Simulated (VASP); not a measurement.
Input of a VASP 6.6.1 run:

INCAR

```
SYSTEM = W3Au
PREC     = Accurate       ! precision mode
ENCUT    = 520            ! plane-wave cutoff, eV
EDIFF    = 1E-6           ! SCF threshold, eV
ISMEAR   = 0              ! smearing method
SIGMA    = 0.1            ! smearing width, eV
LREAL    = .False.        ! projectors in reciprocal space
LASPH    = .True.         ! aspherical terms in the spheres
NELM     = 80             ! most SCF steps
ALGO     = Fast           ! electronic algorithm
ISIF     = 2              ! what is computed and relaxed
LWAVE    = .False.        ! write WAVECAR
LCHARG   = .False.        ! write CHGCAR
GGA      = PE             ! functional
NBANDS   = 34             ! bands
```

The input KPOINTS:

```
regular mesh
0
Gamma
  12 12 12
  0 0 0
```

File POSCAR:

```
W3Au
1.0
    4.0167228486      0.0000000000      0.0000000000
    0.0000000000      4.0167228486      0.0000000000
    0.0000000000      0.0000000000      4.0167228486
W Au
3 1
Direct
    0.0000000000      0.5000000000      0.5000000000
    0.5000000000      0.0000000000      0.5000000000
    0.5000000000      0.5000000000      0.0000000000
    0.0000000000      0.0000000000      0.0000000000
```

Potentials or basis: VASP PAW PBE potentials, release 64 (W_sv, Au).

Command:

```sh
$ cat potpaw_PBE.64/W_sv/POTCAR potpaw_PBE.64/Au/POTCAR > POTCAR
$ mpirun -np 1 vasp_std > vasp.out
```

(1) What does it give for the band gap on the k mesh?

(2) What does it give for the pressure?

Answers

(1) zero (an odd number of electrons rules out a gap without spin polarisation).

(2) 0.3 GPa.

Caveat: spin-orbit coupling is left out, which moves the levels of the heavy elements.
